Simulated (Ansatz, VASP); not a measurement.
**NaI in VASP and in Ansatz**

```
Na I
1.0
     0.00000    3.23640    3.23640
     3.23640    0.00000    3.23640
     3.23640    3.23640    0.00000
Na I
1 1
Direct
  0.97280 0.00751 0.02110
  0.47083 0.50931 0.51992
```

Alike in both runs: functional PBE; k mesh 4 × 4 × 4; no spin polarisation.

Ansatz relaxed the structure, and its values are those at the end. VASP's run is a single point on that final structure, the one shown.

|  | VASP | Ansatz |
| --- | --- | --- |
| version | VASP 6.6.1 | Ansatz 0.2.0 |
| potentials or method | VASP PAW PBE potentials, release 64 (Na_pv, I) | plane waves, PAW |
| plane-wave cutoff (eV) | 520 | 420 |
| occupations | gaussian, width 0.01 eV | fixed |
| valence electrons in the cell | 14 | 26 |

|  | VASP | Ansatz | Ansatz less VASP |
| --- | --- | --- | --- |
| gap on the k mesh at the Fermi level (eV) | 3.64 | 3.64 | +0.003 |
| rms of the force components (eV/Å) | 0.005 | 0.005 | 0.0000 |

VASP's potentials hold 14 valence electrons a cell and Ansatz's 26, so a difference there can come from the potentials and not from the codes.

The k mesh is coarse, so the values compare programs but aren't converged. Neither program's run includes spin-orbit coupling.
